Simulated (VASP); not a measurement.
Write the native input for VASP 6.6.1 that does the following.

```yaml
Task: single point
Functional: LDA
Potentials_or_basis: VASP PAW LDA potentials, release 64 (Si, C)
Cutoff: 520 eV
k_mesh: 12 × 12 × 6
Occupations: gaussian, width 0.05 eV
Spin: no spin polarisation
Dipole_correction: no
Further_INCAR_settings: ALGO = Normal; EDIFF = 1e-07; NBANDS = 16
```

The structure of SiC lies in POSCAR:

```
SiC
1.0
    3.1423316029      0.0000000000      0.0000000000
   -1.5711658015      2.7213389952      0.0000000000
    0.0000000000      0.0000000000      4.7449207204
Si C
2 2
Direct
    0.3333333333      0.6666666667      0.0046041256
    0.6666666667      0.3333333333      0.5046041256
    0.3333333333      0.6666666667      0.3355409659
    0.6666666667      0.3333333333      0.8355409659
```

This cell differs from its parent crystal: c/a of the conventional cell at fixed volume 1.5100.

The input as run:

INCAR

```
ALGO = Normal
EDIFF = 1E-7
ENCUT = 520
ISIF = 2
ISMEAR = 0
LASPH = T
LCHARG = T
LELF = T
LREAL = F
LVHAR = T
LWAVE = F
NBANDS = 16
NELM = 80
PREC = Accurate
SIGMA = 0.05
```

KPOINTS

```
k-points
0
Gamma
  12 12 6
```

Potentials or basis: VASP PAW LDA potentials, release 64 (Si, C).

The run is started by

```bash
$ cat potpaw_LDA.64/Si/POTCAR potpaw_LDA.64/C/POTCAR > POTCAR
$ mpirun -np 1 vasp_std > vasp.out
```

It gave:

| Item | Value |
| --- | --- |
| Pressure | 21.6 GPa |
| Largest force | 10.032 eV/Å |
| Band gap on the k mesh | 1.34 eV, indirect (least direct gap 2.88 eV) |

Caveat: forces of over 1 eV/Å act on the atoms, so gaps and moduli don't describe the material at rest.

Wall time 42 s on 1 thread of Intel Xeon 8259CL, on a shared host, peak memory 0.16 GiB.
